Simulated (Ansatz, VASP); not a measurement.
**Mg in VASP and in Ansatz**

The input INCAR:

```
SYSTEM = Mg
PREC = Accurate
ENCUT = 520
EDIFF = 1E-8
ISMEAR = -1
SIGMA = 0.05
LREAL = Auto
LASPH = .TRUE.
NELM = 80
ALGO = Normal
ISIF = 2
LWAVE = .FALSE.
LCHARG = .FALSE.
GGA = PS
LEFG = .TRUE.
NBANDS = 30
```

Contents of KPOINTS:

```
regular mesh
0
G
  6 6 4
  0 0 0
```

The input POSCAR:

```
Mg
1.0
    6.4186000000      0.0000000000      0.0000000000
   -3.2093000000      5.5586706568      0.0000000000
    0.0000000000      0.0000000000     10.4206000000
Mg
16
Direct
    0.1666666666      0.3333333334      0.1250000000
    0.1666666666      0.3333333334      0.6250000000
    0.1666666666      0.8333333334      0.1250000000
    0.1666666666      0.8333333334      0.6250000000
    0.6666666666      0.3333333334      0.1250000000
    0.6666666666      0.3333333334      0.6250000000
    0.6666666666      0.8333333334      0.1250000000
    0.6666666666      0.8333333334      0.6250000000
    0.3333333334      0.1666666666      0.3750000000
    0.3333333334      0.1666666666      0.8750000000
    0.3333333334      0.6666666666      0.3750000000
    0.3333333334      0.6666666666      0.8750000000
    0.8333333334      0.1666666666      0.3750000000
    0.8333333334      0.1666666666      0.8750000000
    0.8333333334      0.6666666666      0.3750000000
    0.8333333334      0.6666666666      0.8750000000
```

Input for Ansatz:

```yaml
crystal:
  lattice:
    - [6.4186, 0.0, 0.0]
    - [-3.2093, 5.5586706568, 0.0]
    - [0.0, 0.0, 10.4206]
  atoms:
    - { symbol: Mg, position: [0.1666666666, 0.3333333334, 0.125] }
    - { symbol: Mg, position: [0.1666666666, 0.3333333334, 0.625] }
    - { symbol: Mg, position: [0.1666666666, 0.8333333334, 0.125] }
    - { symbol: Mg, position: [0.1666666666, 0.8333333334, 0.625] }
    - { symbol: Mg, position: [0.6666666666, 0.3333333334, 0.125] }
    - { symbol: Mg, position: [0.6666666666, 0.3333333334, 0.625] }
    - { symbol: Mg, position: [0.6666666666, 0.8333333334, 0.125] }
    - { symbol: Mg, position: [0.6666666666, 0.8333333334, 0.625] }
    - { symbol: Mg, position: [0.3333333334, 0.1666666666, 0.375] }
    - { symbol: Mg, position: [0.3333333334, 0.1666666666, 0.875] }
    - { symbol: Mg, position: [0.3333333334, 0.6666666666, 0.375] }
    - { symbol: Mg, position: [0.3333333334, 0.6666666666, 0.875] }
    - { symbol: Mg, position: [0.8333333334, 0.1666666666, 0.375] }
    - { symbol: Mg, position: [0.8333333334, 0.1666666666, 0.875] }
    - { symbol: Mg, position: [0.8333333334, 0.6666666666, 0.375] }
    - { symbol: Mg, position: [0.8333333334, 0.6666666666, 0.875] }
kpoints:
  mp_grid: { grid: [6, 6, 4] }
scf:
  occupations: { method: fermi_dirac, width: 0.05 }
hamiltonian:
  xc: pbesol
  pseudopotentials: { kind: paw, azcp: { folder: soft_1 } }
output:
  forces: true
  efg: { quadrupole_moments_barn: { Mg: 0.1994 }, contact_densities: true }
  core_levels: { shells: { Mg: "2p" }, counted_from: fermi_level, add_spin: always }
```

Alike in both runs: task electric field gradients; functional PBEsol; k mesh 6 × 6 × 4; occupations fermi-dirac, width 0.05 eV; no spin polarisation.

|  | VASP | Ansatz |
| --- | --- | --- |
| version | VASP 6.6.1 | Ansatz 0.2.0 |
| potentials or method | VASP PAW PBE potentials, release 64 (Mg) | plane-wave PAW, scalar-relativistic |
| plane-wave cutoff (eV) | 520 | 420 |
| valence electrons in the cell | 32 | 160 |

```tsv
	VASP	Ansatz	Ansatz less VASP
size of Vzz on the site where it differs most (V/Å²)	1.1	1.1	+0.09
```

VASP's potentials were made for PBE, not for PBEsol, and Ansatz warns of the same on its side. The functional is the same, so the differences come from potentials, cutoffs and numerics. VASP's potentials hold 32 valence electrons a cell and Ansatz's 160, so a difference there can come from the potentials and not from the codes.
